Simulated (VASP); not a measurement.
Wanted: the native input for a VASP 6.6.1 run.

```
Task                   : single point
Functional             : r2SCAN
Potentials or basis    : VASP PAW PBE potentials, release 64 (Os)
Cutoff                 : 520 eV
k mesh                 : 11 × 11 × 6
Occupations            : fermi-dirac, width 0.05 eV
Spin                   : no spin polarisation
Dipole correction      : no
Further INCAR settings : ALGO = Normal; EDIFF = 1e-06; NBANDS = 15
```

Crystal: Os.

```
Os
1.0
     2.78772    0.00000    0.00000
    -1.39386    2.41424    0.00000
     0.00000    0.00000    4.40442
Os
2
Direct
  0.66667 0.33333 0.75000
  0.33333 0.66667 0.25000
```

These files were run (other wordings do the same):

POSCAR

```
Os
1.0
    2.7877234178      0.0000000000      0.0000000000
   -1.3938617089      2.4142392985      0.0000000000
    0.0000000000      0.0000000000      4.4044215090
Os
2
Direct
    0.6666666667      0.3333333333      0.7500000000
    0.3333333333      0.6666666667      0.2500000000
```

INCAR.step1

```
SYSTEM = Os
ALGO     = Normal         ! electronic algorithm
EDIFF    = 1E-4           ! SCF threshold, eV
ENCUT    = 520            ! plane-wave cutoff, eV
GGA      = PE             ! functional
ISMEAR   = -1             ! smearing method
LASPH    = .TRUE.         ! aspherical terms in the spheres
LCHARG   = .FALSE.        ! write CHGCAR
LREAL    = .FALSE.        ! projectors in reciprocal space
LWAVE    = .TRUE.         ! write WAVECAR
NBANDS   = 15             ! bands
NELM     = 100            ! most SCF steps
PREC     = Accurate       ! precision mode
SIGMA    = 0.05           ! smearing width, eV
```

INCAR.step2

```
SYSTEM = Os
ALGO     = Normal         ! electronic algorithm
EDIFF    = 1E-6           ! SCF threshold, eV
ENCUT    = 520            ! plane-wave cutoff, eV
ISIF     = 2              ! what is computed and relaxed
ISMEAR   = -1             ! smearing method
ISTART   = 1            
LASPH    = .TRUE.         ! aspherical terms in the spheres
LCHARG   = .FALSE.        ! write CHGCAR
LMIXTAU  = .TRUE.       
LREAL    = .FALSE.        ! projectors in reciprocal space
LWAVE    = .FALSE.        ! write WAVECAR
METAGGA  = R2SCAN         ! meta-GGA
NBANDS   = 15             ! bands
NELM     = 100            ! most SCF steps
PREC     = Accurate       ! precision mode
SIGMA    = 0.05           ! smearing width, eV
```

KPOINTS

```
k-points
0
G
  11 11 6
  0 0 0
```

Potentials or basis: VASP PAW PBE potentials, release 64 (Os).

Command:

```console
$ cat potpaw_PBE.64/Os/POTCAR > POTCAR
$ cp INCAR.step1 INCAR
$ mpirun -np 1 vasp_std > vasp.out
$ cp INCAR.step2 INCAR
$ mpirun -np 1 vasp_std > vasp.out
```

Results of the run:

* Pressure: -20.4 GPa
* Band gap on the k mesh: zero (bands 8 and 9 overlap by 3.70 eV)

Caveat: the cell stands under tension; the PAW data sets were made with another functional, which shifts forces and pressure a little; spin-orbit coupling is left out, which moves the levels of the heavy elements.

Run time: 52 s on 1 thread of Intel(R) Xeon(R) Platinum 8488C (Sapphire Rapids) (shared host), peak memory 0.17 GiB.
